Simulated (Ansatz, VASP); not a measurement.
One calculation of MgO, two programs

```
Mg O
1.0
     3.59097    0.00000    0.00000
    -1.79548    3.10987    0.00000
     0.00000    0.00000    4.24071
Mg O
2 2
Direct
  0.66667 0.33333 0.75000
  0.33333 0.66667 0.25000
  0.66667 0.33333 0.25000
  0.33333 0.66667 0.75000
```

Change from the starting cell: strain +0.030 along x and y, +0.015 along z, atoms carried along.

Alike in both runs: task single point; functional PBE; k mesh 6 × 6 × 6; occupations gaussian, width 0.05 eV; no spin polarisation.

```csv
,VASP,Ansatz
version,VASP 6.6.1,Ansatz 0.2.0
potentials or method,"VASP PAW PBE potentials, release 64 (Mg, O), cutoff 520 eV","scalar-relativistic, plane waves, PAW"
valence electrons in the cell,16,32
```

```csv
,VASP,Ansatz,Ansatz less VASP
gap on the k mesh at the Fermi level (eV),3.09,3.11,+0.017
least direct gap on the mesh (eV),3.09,3.11,+0.017
pressure (GPa),-4.9,-4.4,+0.51
"traceless stress, the component that is largest in VASP (GPa)",1.35,1.43,+0.084
```

The functional is the same, so the differences come from potentials, cutoffs and numerics. VASP's potentials hold 16 valence electrons a cell and Ansatz's 32, so a difference there can come from the potentials and not from the codes.
